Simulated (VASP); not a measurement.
# AlO5 (P6/mmm) in VASP: relaxation of cell and atoms with PBE

Aim: the relaxation of cell and atoms of AlO5 with PBE.

All numbers are computed with VASP 6.6.1; they aren't measurements. Logs are shortened: lines on timing, memory, paths and dates and some standing lists are left out, and cuts for length are marked.

### Step 1. The cell of the first run

It takes space group P6/mmm (No. 191, hexagonal). Conventional cell: a = 4.409 Å, b = 4.409 Å, c = 3.588 Å, α = 90.00°, β = 90.00°, γ = 120.00°. Al (site symmetry 6/mmm) has 18 O at 2.55 to 2.84 Å within 3.4 Å. Within 2.9 Å of O (site symmetry -6m2) lie 9 O at 2.20 to 2.55 Å and 3 Al at 2.55 Å. O (site symmetry mmm) has 8 O at 2.20 Å and 4 Al at 2.84 Å within 2.9 Å.

The cell was built from a structure type or drawn by symmetry, and may not be a known phase.

### Step 2. Relaxation of cell and atoms, PBE

The input, INCAR:

```
  ALGO = Normal
  EDIFF = 1E-7
  EDIFFG = -0.04
  ENCUT = 910
  GGA = PE
  GGA_COMPAT = False
  IBRION = 2
  ISIF = 3
  ISMEAR = 0
  LASPH = True
  LCHARG = False
  LREAL = False
  LWAVE = False
  NELM = 120
  NELMIN = 4
  NSW = 90
  PREC = Accurate
  SIGMA = 0.1
```

The input, KPOINTS:

```
k-points
0
Gamma
  6 6 6
```

The input, POSCAR:

```
AlO5
1.0
    4.4093956500      0.0000000000      0.0000000000
   -2.2046978300      3.8186486500      0.0000000000
    0.0000000000      0.0000000000      3.5876915700
Al O
1 5
Direct
    0.0000000000      0.0000000000      0.0000000000
    0.3333333300      0.6666666700      0.0000000000
    0.6666666700      0.3333333300      0.0000000000
    0.5000000000      0.0000000000      0.5000000000
    0.5000000000      0.5000000000      0.5000000000
    0.0000000000      0.5000000000      0.5000000000
```

Potentials or basis: VASP PAW PBE potentials, release 64 (Al, O_h).

Started as:

```bash
> cat potpaw_PBE.64/Al/POTCAR potpaw_PBE.64/O_h/POTCAR > POTCAR
> mpirun -np 1 vasp_std > vasp.out
```

OUTCAR:

```text
EDIFF = 1E-7
   EDIFFG = -0.04
   ENCUT = 910
   GGA = PE
   IBRION = 2
   ISIF = 3
   ISMEAR = 0
   LASPH = True
   LREAL = False
   NELM = 120
   NELMIN = 4
   NSW = 90
   PREC = Accurate

 ion  position               nearest neighbor table
   1  0.000  0.000  0.000-
   2  0.333  0.667  0.000-
   3  0.667  0.333  0.000-
   4  0.500  0.000  0.500-
   5  0.500  0.500  0.500-
   6  0.000  0.500  0.500-

  LATTYP: Found a hexagonal cell.
 ALAT       =     4.4093956500
 C/A-ratio  =     0.8136470063

  Lattice vectors:

 A1 = (   4.4093956500,   0.0000000000,   0.0000000000)
 A2 = (  -2.2046978300,   3.8186486500,   0.0000000000)
 A3 = (   0.0000000000,   0.0000000000,   3.5876915700)

Analysis of symmetry for initial positions (statically):
=====================================================================
 Subroutine PRICEL returns:
 Original cell was already a primitive cell.

 Routine SETGRP: Setting up the symmetry group for a
 hexagonal supercell.

 Subroutine GETGRP returns: Found 24 space group operations
 (whereof 24 operations were pure point group operations)
 out of a pool of 24 trial point group operations.

The static configuration has the point symmetry D_6h.

Analysis of symmetry for dynamics (positions and initial velocities):
=====================================================================
 Subroutine PRICEL returns:
 Original cell was already a primitive cell.

 Routine SETGRP: Setting up the symmetry group for a
 hexagonal supercell.

 Subroutine GETGRP returns: Found 24 space group operations
 (whereof 24 operations were pure point group operations)
 out of a pool of 24 trial point group operations.

The dynamic configuration has the point symmetry D_6h.

 Subroutine INISYM returns: Found 24 space group operations
 (whereof 24 operations are pure point group operations),
 and found     1 'primitive' translations

----------------------------------------------------------------------------------------

                                     Primitive cell

  volume of cell :      60.4093

  direct lattice vectors                    reciprocal lattice vectors
     4.409395650  0.000000000  0.000000000     0.226788449  0.130936372  0.000000000
    -2.204697830  3.818648650  0.000000000     0.000000000  0.261872744  0.000000000
     0.000000000  0.000000000  3.587691570     0.000000000  0.000000000  0.278730761

  length of vectors
     4.409395650  4.409395654  3.587691570     0.261872744  0.261872744  0.278730761

  position of ions in fractional coordinates (direct lattice)
     0.000000000  0.000000000  0.000000000
     0.333333330  0.666666670  0.000000000
     0.666666670  0.333333330  0.000000000
     0.500000000  0.000000000  0.500000000
     0.500000000  0.500000000  0.500000000
     0.000000000  0.500000000  0.500000000

  ion indices of the primitive-cell ions
   primitive index   ion index
                 1           1
                 2           2
                 3           3
                 4           4
                 5           5
                 6           6

----------------------------------------------------------------------------------------

 KPOINTS: k-points

Automatic generation of k-mesh.
 Grid dimensions read from file:
 generate k-points for:    6    6    6

 Generating k-lattice:

  Cartesian coordinates                     Fractional coordinates (reciprocal lattice)
     0.037798075  0.021822729  0.000000000     0.166666667  0.000000000  0.000000000
     0.000000000  0.043645457  0.000000000     0.000000000  0.166666667  0.000000000
     0.000000000  0.000000000  0.046455127     0.000000000  0.000000000  0.166666667

  Length of vectors
     0.043645457  0.043645457  0.046455127

  Shift w.r.t. Gamma in fractional coordinates (k-lattice)
     0.000000000  0.000000000  0.000000000

 Subroutine IBZKPT returns following result:
 ===========================================

 Found     28 irreducible k-points:

 Following reciprocal coordinates:
            Coordinates               Weight
  0.000000  0.000000  0.000000      1.000000
  0.166667  0.000000  0.000000      6.000000
  0.333333  0.000000  0.000000      6.000000
  0.500000  0.000000  0.000000      3.000000
  0.166667  0.166667  0.000000      6.000000
  0.333333  0.166667  0.000000     12.000000
[... 16 lines left out ...]
  0.166667  0.000000  0.500000      6.000000
  0.333333  0.000000  0.500000      6.000000
 [... further k-points ...]
   k-points           NKPTS =     28   k-points in BZ     NKDIM =     28   number of bands    NBANDS=     20
   number of dos      NEDOS =    301   number of ions     NIONS =      6
   total plane-waves  NPLWV =  82944
   dimension x,y,z NGX =    48 NGY =   48 NGZ =   36
   dimension x,y,z NGXF=    96 NGYF=   96 NGZF=   72
   ions per type =               1   5
   NGX,Y,Z   is equivalent  to a cutoff of  18.10, 18.10, 16.68 a.u.
   NGXF,Y,Z  is equivalent  to a cutoff of  36.19, 36.19, 33.36 a.u.
 SYSTEM =  unknown system
   PREC   = accura    normal or accurate (medium, high low for compatibility)
   ISTART =      0    job   : 0-new  1-cont  2-samecut
   ICHARG =      2    charge: 1-file 2-atom 10-const
   ISPIN  =      1    spin polarized calculation?
   LNONCOLLINEAR =      F non collinear calculations
   LSORBIT =      F    spin-orbit coupling
   LASPH  =      T    aspherical Exc in radial PAW
   ENCUT  =  910.0 eV  66.88 Ry    8.18 a.u.  10.85 10.85  8.82*2*pi/ulx,y,z
   NELM   =    120;   NELMIN=  4; NELMDL= -5     # of ELM steps
   EDIFF  = 0.1E-06   stopping-criterion for ELM
   LREAL  =      F    real-space projection
   EDIFFG = -.4E-01   stopping-criterion for IOM
   NSW    =     90    number of steps for IOM
   IBRION =      2    ionic relax: 0-MD 1-quasi-New 2-CG
   NFREE  =      1    steps in history (QN), initial steepest desc. (CG)
   ISIF   =      3    stress and relaxation
   ISYM   =      2    0-nonsym 1-usesym 2-fastsym
   POTIM  = 0.5000    time-step for ionic-motion
   TEBEG  =    0.0;   TEEND  =   0.0 temperature during run
   PSTRESS=    0.0 pullay stress
   NELECT =      33.0000    total number of electrons
   NUPDOWN=      -1.0000    fix difference up-down
   EMIN   =  10.00;   EMAX   =-10.00  energy-range for DOS
   EFERMI =   0.00;   METHOD = LEGACY
   ISMEAR =     0;   SIGMA  =   0.10  broadening in eV -4-tet -1-fermi 0-gaus
   EFERMI_NEDOS =   21; number of points for ismear=-14 and -15
   IALGO  =     38    algorithm
   IMIX   =      4    mixing-type and parameters
     AMIX     =   0.40;   BMIX     =  1.00
     AMIX_MAG =   1.60;   BMIX_MAG =  1.00
  volume/ion in A,a.u.               =      10.07        67.94
  Fermi-wavevector in a.u.,A,eV,Ry     =   1.338273  2.528970 24.367705  1.790976
  Thomas-Fermi vector in A             =   2.466757
   LORBIT       =      0    0 simple, 1 ext, 2 COOP (PROOUT), +10 PAW based schemes
   GGA     = PE    functional components
   LHFCALC =     F    Hartree Fock is set to
   AEXX    =    0.0000 exact exchange contribution
   IVDW    =     0    specifies the selected vdW correction
   LEPSILON=     F    determine dielectric tensor
   LRPA    =     F    only Hartree local field effects (RPA)
 conjugate gradient relaxation of ions
 non-spin polarized calculation
 Gauss-broadening in eV      SIGMA  =   0.10
  energy-cutoff  :      910.00
  volume of cell :       60.41
 maximum number of plane-waves:      3790
 NGX is ok and might be reduce to    48
   NGX = 21   NGY = 21   NGZ = 17

--------------------------------------- Ionic step        1  -------------------------------------------

 number of electron      32.9999996 magnetization

 Free energy of the ion-electron system (eV)
  ---------------------------------------------------
  ext. energy  EPLUGINS =         0.00000000
  ---------------------------------------------------
  free energy    TOTEN  =       -20.68917303 eV

  energy without entropy =      -20.66894404  energy(sigma->0) =      -20.67905854

------------------------ aborting loop because EDIFF is reached ----------------------------------------

  FORCE on cell =-STRESS in cart. coord.  units (eV):
  Direction    XX          YY          ZZ          XY          YZ          ZX
  --------------------------------------------------------------------------------------
  -------------------------------------------------------------------------------------
  Total       -6.7799664     -6.7799664     -0.7322542      0.0000000     -0.0000000      0.0000000
  in kB     -179.8184520   -179.8184521    -19.4208667      0.0000002     -0.0000000      0.0000000
  external PRESSURE =    -126.3525903 kB  Pullay stress =       0.0000000 kB
[... 101 lines left out ...]
  FREE ENERGIE OF THE ION-ELECTRON SYSTEM (eV)
  ---------------------------------------------------
  free  energy   TOTEN  =       -21.2560622932 eV

  energy  without entropy=      -21.2393879745  energy(sigma->0) =      -21.24772513

[... ionic steps 4 to 15 ...]

--------------------------------------- Ionic step       16  -------------------------------------------

 number of electron      33.0000029 magnetization

------------------------ aborting loop because EDIFF is reached ----------------------------------------

  FORCE on cell =-STRESS in cart. coord.  units (eV):
  Direction    XX          YY          ZZ          XY          YZ          ZX
  --------------------------------------------------------------------------------------
  -------------------------------------------------------------------------------------
  Total        0.9321092      0.9321092     -1.7857249     -0.0000000     -0.0000000      0.0000000
  in kB       29.0300881     29.0300882    -55.6155355     -0.0000000     -0.0000000      0.0000000
  external PRESSURE =       0.8148803 kB  Pullay stress =       0.0000000 kB
[... 65 lines left out ...]
  energy  without entropy=      -24.1150000587  energy(sigma->0) =      -24.12909733

--------------------------------------- Ionic step       18  -------------------------------------------

 number of electron      33.0000038 magnetization

 Free energy of the ion-electron system (eV)
  ---------------------------------------------------
  ext. energy  EPLUGINS =         0.00000000
  ---------------------------------------------------
  free energy    TOTEN  =       -24.14377143 eV

  energy without entropy =      -24.11646975  energy(sigma->0) =      -24.13012059

 E-fermi :   5.3778     XC(G=0): -11.5619

 val. band max:        5.3666900635   @ k =   0.5000   0.0000   0.1667
 cond. band min:       5.3954460475   @ k =   0.3333   0.3333   0.0000
 fundamental gap:      0.0287559840
 Fermi energy:         5.3778155927

 k-point     1 :       0.0000    0.0000    0.0000
  band No.  band energies     occupation
      1     -17.1672      2.00000
      2     -14.1292      2.00000
      3      -9.6318      2.00000
      4      -9.4800      2.00000
      5      -9.4800      2.00000
      6      -4.2530      2.00000
[... 12 lines left out ...]
     19       8.5369      0.00000
[... 513 lines left out ...]
      4     -10.9547      2.00000
      5      -9.8353      2.00000
      6      -2.1896      2.00000
[... 12 lines left out ...]
     19       6.8455      0.00000
     20       9.6955      0.00000

 [... further k-points ...]
[... 5 lines left out ...]
  --------------------------------------------------------------------------------------
  -------------------------------------------------------------------------------------
  Total        0.1983486      0.1983486      0.1702262     -0.0000000     -0.0000000      0.0000000
  in kB        6.1914129      6.1914129      5.3135789     -0.0000000     -0.0000000      0.0000000
  external PRESSURE =       5.8988015 kB  Pullay stress =       0.0000000 kB
[... 21 lines left out ...]
  FREE ENERGIE OF THE ION-ELECTRON SYSTEM (eV)
  ---------------------------------------------------
  free  energy   TOTEN  =       -24.1437714264 eV

  energy  without entropy=      -24.1164697460  energy(sigma->0) =      -24.13012059

 reached required accuracy - stopping structural energy minimisation
```

Run time: 9.6 min. Hardware: 1 thread of Intel Xeon 6975P-C (Granite Rapids), shared host; peak memory 0.32 GiB.

What came out:

```yaml
Free_energy: -24.1438 eV
Relaxed_volume: 8.55 Å³/atom
Relaxed_cell: a = 3.583 Å, b = 3.583 Å, c = 4.618 Å, α = 90.00°, β = 90.00°, γ = 120.00°
Space_group_after_relaxing_to_0.1_Å: P6/mmm (No. 191)
Energy_gained_by_relaxing: 575.8 meV/atom
Ionic_steps: 18
Pressure_after_relaxing: 0.6 GPa
Band_gap_on_the_k_mesh: zero (an odd number of electrons rules out a gap without spin polarisation)
```

The path:
```csv
step,energy change (eV),largest force (eV/Å),pressure (GPa),volume (Å³)
1,0.0000,0.0000,-12.64,60.41
2,-0.5163,0.0000,1.07,53.68
3,-0.5669,0.0000,8.20,51.34
4,-1.1011,0.0000,11.01,50.03
5,-1.7270,0.0000,18.86,48.04
6,-2.2307,0.0000,54.23,43.33
7,-2.3838,0.0000,34.53,45.29
8,-2.4188,0.0000,43.97,44.24
9,-2.5984,0.0000,42.79,44.56
10,-2.6602,0.0000,41.94,45.00
11,-2.8803,0.0000,34.44,45.92
12,-3.3110,0.0000,14.79,48.76
13,-3.2793,0.0000,-14.26,54.79
14,-3.4320,0.0000,-0.71,51.61
15,-3.4323,0.0000,-0.05,51.47
16,-3.4406,0.0000,0.08,51.44
17,-3.4540,0.0000,0.47,51.35
18,-3.4546,0.0000,0.59,51.33
```

Final structure:
```cif
data_structure
_symmetry_space_group_name_H-M 'P 1'
_symmetry_Int_Tables_number 1
_cell_length_a 3.5826
_cell_length_b 3.5826
_cell_length_c 4.6176
_cell_angle_alpha 90.000
_cell_angle_beta 90.000
_cell_angle_gamma 120.000
_cell_volume 51.33
loop_
_atom_site_label
_atom_site_type_symbol
_atom_site_fract_x
_atom_site_fract_y
_atom_site_fract_z
_atom_site_occupancy
Al1 Al 0.00000 0.00000 0.00000 1
O1 O 0.33333 0.66667 0.00000 1
O2 O 0.66667 0.33333 0.00000 1
O3 O 0.50000 0.00000 0.50000 1
O4 O 0.50000 0.50000 0.50000 1
O5 O 0.00000 0.50000 0.50000 1
```

Caveat: the cutoff is under 1.25 times the usual one of these potentials, so pressure, stress and relaxed cells hold a basis-set (Pulay) error; the volume moved by over 15 % at a fixed basis, so the end points are rough; an odd number of electrons without spin polarisation forces a metal; a magnetic or distorted state may lie lower.
